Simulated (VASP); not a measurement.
# Fe (P6_3/mmc) in VASP: notebook, part 2 of 2

VASP 6.6.1.

**3. Single point, PBEsol (volume scaled by 0.9405)**

INCAR reads:

```
ALGO     = Normal         # electronic algorithm
EDIFF    = 1E-6           # SCF threshold, eV
ENCUT    = 520            # plane-wave cutoff, eV
GGA      = PS             # functional
ISIF     = 2              # what is computed and relaxed
ISMEAR   = -1             # smearing method
LASPH    = True           # aspherical terms in the spheres
LCHARG   = False          # write CHGCAR
LREAL    = False          # projectors in reciprocal space
LWAVE    = False          # write WAVECAR
NBANDS   = 15             # bands
NELM     = 100            # most SCF steps
PREC     = Accurate       # precision mode
SIGMA    = 0.08           # smearing width, eV
```

KPOINTS reads:

```
k-points
0
Gamma
  17 17 10
```

POSCAR reads:

```
Fe
1.0
    2.3848896599      0.0000000000      0.0000000000
   -1.1924448299      2.0653750307      0.0000000000
    0.0000000000      0.0000000000      3.7641728074
Fe
2
Direct
    0.3333333333      0.6666666667      0.2500000000
    0.6666666667      0.3333333333      0.7500000000
```

Potentials or basis: VASP PAW PBE potentials, release 64 (Fe).

Launch:

```bash
$ cat potpaw_PBE.64/Fe/POTCAR > POTCAR
$ mpirun -np 1 vasp_std > vasp.out
```

Wall time 26 s (1 thread of AMD EPYC 9R14 (Zen 4), shared host); peak memory 0.13 GiB.

The run converged. Its results:

```yaml
Free_energy: -17.8303 eV
Pressure: 20.7 GPa
Band_gap_on_the_k_mesh: zero (band 8 reaches 8.84 eV, above the bottom of band 9 at 6.73 eV)
```

Stress tensor (GPa, compression positive):
```
20.07  0.00  0.00
 0.00 20.07  0.00
 0.00  0.00 21.82
```

Levels at points of the mesh, in eV from the Fermi level:
```tsv
k point	band 4	band 5	band 6	band 7	band 8	band 9	band 10	band 11	band 12	band 13
(0.00, 0.00, 0.00)	-1.92	-1.75	-1.37	-1.37	-0.98	-0.98	0.57	0.82	0.82	9.78
(0.00, 0.00, 0.50)	-2.36	-2.05	-2.05	-2.05	-2.05	0.37	0.37	0.37	0.37	18.34
```

Caveat: the PAW data sets were made with another functional, which shifts forces and pressure a little; the run has no spin polarisation, though such a crystal can be magnetic. Spin polarisation is off, so any magnetic state and its effect on volume and gap are missing.

**4. Single point, PBEsol (volume scaled by 0.98)**

INCAR reads:

```
SYSTEM = Fe
PREC = Accurate
ENCUT = 520
EDIFF = 1E-6
ISMEAR = -1
SIGMA = 0.08
LREAL = .FALSE.
LASPH = .TRUE.
NELM = 100
ALGO = Normal
ISIF = 2
LWAVE = .FALSE.
LCHARG = .FALSE.
GGA = PS
NBANDS = 15
```

KPOINTS reads:

```
regular mesh
0
G
  17 17 10
  0 0 0
```

POSCAR reads:

```
Fe
1.0
    2.4178204650      0.0000000000      0.0000000000
   -1.2089102325      2.0938939445      0.0000000000
    0.0000000000      0.0000000000      3.8161488980
Fe
2
Direct
    0.3333333333      0.6666666667      0.2500000000
    0.6666666667      0.3333333333      0.7500000000
```

Potentials or basis: VASP PAW PBE potentials, release 64 (Fe).

Launch:

```bash
$ cat potpaw_PBE.64/Fe/POTCAR > POTCAR
$ mpirun -np 1 vasp_std > vasp.out
```

OUTCAR:

```text
SYSTEM = Fe
   PREC = Accurate
   ENCUT = 520
   EDIFF = 1E-6
   ISMEAR = -1
   LREAL = .FALSE.
   LASPH = .TRUE.
   NELM = 100
   ISIF = 2
   GGA = PS

 ion  position               nearest neighbor table
   1  0.333  0.667  0.250-   2 2.36   2 2.36   2 2.36   2 2.36   2 2.36   2 2.36
   2  0.667  0.333  0.750-   1 2.36   1 2.36   1 2.36   1 2.36   1 2.36   1 2.36

  LATTYP: Found a hexagonal cell.
 ALAT       =     2.4178204650
 C/A-ratio  =     1.5783425417

  Lattice vectors:

[... 620 lines left out ...]

------------------------ aborting loop because EDIFF is reached ----------------------------------------

  FORCE on cell =-STRESS in cart. coord.  units (eV):
  Direction    XX          YY          ZZ          XY          YZ          ZX
  --------------------------------------------------------------------------------------
  -------------------------------------------------------------------------------------
  Total        0.5667904      0.5667904      0.6931167      0.0000000      0.0000000      0.0000000
  in kB       47.0033745     47.0033745     57.4794919      0.0000000      0.0000000      0.0000000
  external PRESSURE =      50.4954136 kB  Pullay stress =       0.0000000 kB

 VOLUME and BASIS-vectors are now :
 -----------------------------------------------------------------------------
  energy-cutoff  :      520.00
  volume of cell :       19.32
      direct lattice vectors                 reciprocal lattice vectors
     2.417820465  0.000000000  0.000000000     0.413595639  0.238789553  0.000000000
    -1.208910233  2.093893944  0.000000000     0.000000000  0.477579107  0.000000000
     0.000000000  0.000000000  3.816148898     0.000000000  0.000000000  0.262044283

 POSITION                                       TOTAL-FORCE (eV/Angst)
 -----------------------------------------------------------------------------------
     -0.00000      1.39593      0.95404         0.000000      0.000000      0.000000
      1.20891      0.69796      2.86211        -0.000000     -0.000000      0.000000
 -----------------------------------------------------------------------------------
    total drift:                                0.000000     -0.000000     -0.000000

  FREE ENERGIE OF THE ION-ELECTRON SYSTEM (eV)
  ---------------------------------------------------
  free  energy   TOTEN  =       -17.8912956485 eV

  energy  without entropy=      -17.8395784953  energy(sigma->0) =      -17.86543707
```

OSZICAR:

```text
N       E                     dE             d eps       ncg     rms          rms(c)
DAV:   1     0.758653339463E+02    0.75865E+02   -0.72627E+03  6076   0.145E+03
DAV:   2    -0.192893721267E+02   -0.95155E+02   -0.84986E+02  5947   0.249E+02
DAV:   3    -0.213299152738E+02   -0.20405E+01   -0.19716E+01  7109   0.527E+01
DAV:   4    -0.213420764246E+02   -0.12161E-01   -0.12159E-01  7158   0.348E+00
DAV:   5    -0.213422281591E+02   -0.15173E-03   -0.15173E-03  7277   0.387E-01    0.195E+01
DAV:   6    -0.180970762342E+02    0.32452E+01   -0.12564E+01  6654   0.769E+01    0.207E+00
DAV:   7    -0.179347412263E+02    0.16234E+00   -0.76917E-01  7123   0.173E+01    0.105E+00
DAV:   8    -0.179055698353E+02    0.29171E-01   -0.42872E-03  8907   0.100E+00    0.534E-01
DAV:   9    -0.178912839272E+02    0.14286E-01   -0.24845E-03  8987   0.607E-01    0.655E-02
DAV:  10    -0.178913166188E+02   -0.32692E-04   -0.16600E-04  7668   0.223E-01    0.401E-02
DAV:  11    -0.178912952139E+02    0.21405E-04   -0.12449E-05  7973   0.774E-02    0.334E-03
DAV:  12    -0.178912956485E+02   -0.43458E-06   -0.65551E-07  4313   0.975E-03
   1 F= -.17891296E+02 E0= -.17865437E+02  d E =-.517172E-01
```

stdout:

```text
POSCAR found type information on POSCAR Fe
 POSCAR found :  1 types and       2 ions
 scaLAPACK will be used
 -----------------------------------------------------------------------------
|                                                                             |
|                                                                             |
|     You enforced a specific xc type in the INCAR file but a different       |
|     I HOPE YOU KNOW WHAT YOU ARE DOING!                                     |
|                                                                             |
 -----------------------------------------------------------------------------

 LDA part: xc-table for (Slater+PW92), standard interpolation
 POSCAR, INCAR and KPOINTS ok, starting setup
 FFT: planning ... GRIDC
 FFT: planning ... GRID_SOFT
 FFT: planning ... GRID
 WAVECAR not read
 entering main loop
```

Wall time 28 s (1 thread of AMD EPYC 9R14 (Zen 4), shared host); peak memory 0.13 GiB.

What came out:

* Free energy: -17.8913 eV
* Pressure: 5.0 GPa
* Band gap on the k mesh: zero (band 8 reaches 8.27 eV, above the bottom of band 9 at 6.30 eV)

Caveat: the PAW data sets were made with another functional, which shifts forces and pressure a little; the run has no spin polarisation, though such a crystal can be magnetic.

**5. Summary**

```csv
cell,gap on the mesh (eV),pressure (GPa)
"a = 2.384, b = 2.384, c = 3.764 Å, angles 90.0, 90.0, 120.0°, 2 atoms",none,20.9
"a = 2.385, b = 2.385, c = 3.764 Å, angles 90.0, 90.0, 120.0°, 2 atoms",none,20.7
"a = 2.418, b = 2.418, c = 3.816 Å, angles 90.0, 90.0, 120.0°, 2 atoms",none,5.0
```

Alike in all rows: task single point; level PBEsol; potentials or basis VASP PAW PBE potentials, release 64 (Fe); no spin polarisation; k mesh 17 × 17 × 10; cutoff (eV) 520; smearing fermi-dirac 0.08 eV.

Caveats: the PAW data sets were made with another functional, which shifts forces and pressure a little; the run has no spin polarisation, though such a crystal can be magnetic.

Total energies depend on the potentials used, so only differences within one code and one set of settings carry meaning.
